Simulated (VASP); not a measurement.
**Si2Ni: single point with PBE**

The system is Si2Ni.

```
Ni Si
1.0
     0.00000    2.70300    2.70300
     2.70300    0.00000    2.70300
     2.70300    2.70300    0.00000
Ni Si
1 2
Direct
  0.00000 0.00000 0.00000
  0.75000 0.75000 0.75000
  0.25000 0.25000 0.25000
```

```
Program             : VASP 6.6.1
Task                : single point
Functional          : PBE
Potentials or basis : VASP PAW PBE potentials, release 64 (Ni, Si)
Cutoff              : 520 eV
k mesh              : 10 × 10 × 10
Occupations         : methfessel-paxton, width 0.05 eV
Spin                : collinear spin, ferromagnetic start
Starting moments    : [1.0, 0.0, 0.0] μB
```

- Pressure: 3.2 GPa
- Band gap on the k mesh: zero (filled and empty bands overlap)
- Net moment: 0.00 μB per cell
- Valence electrons inside the program's atomic spheres: Ni 9.81; Si 1.59

Levels at points of the mesh, in eV from the Fermi level:
Spin up:
| k point | band 6 | band 7 | band 8 | band 9 | band 10 | band 11 | band 12 | band 13 |
| --- | --- | --- | --- | --- | --- | --- | --- | --- |
| (0.00, 0.00, 0.00) | -3.52 | -0.29 | 1.70 | 1.70 | 1.70 | 2.29 | 2.29 | 2.29 |
| (0.50, 0.00, 0.00) | -3.33 | -3.33 | -1.44 | -1.44 | 1.80 | 1.80 | 1.80 | 2.61 |
| (0.50, 0.50, 0.00) | -3.61 | -3.61 | -3.44 | -3.11 | -0.43 | 1.42 | 7.74 | 8.31 |
Spin down:
```
           k point  band 6  band 7  band 8  band 9  band 10  band 11  band 12  band 13
(0.00, 0.00, 0.00)   -3.52   -0.29    1.70    1.70     1.70     2.29     2.29     2.29
(0.50, 0.00, 0.00)   -3.33   -3.33   -1.44   -1.44     1.80     1.80     1.80     2.61
(0.50, 0.50, 0.00)   -3.61   -3.61   -3.44   -3.11    -0.43     1.42     7.74     8.31
```

Run time: 2.1 min on 1 thread of Intel Xeon 8259CL, on a shared host, peak memory 0.21 GiB.

Caveat: the cell stands under pressure; the moments typed at the start vanished in this run.
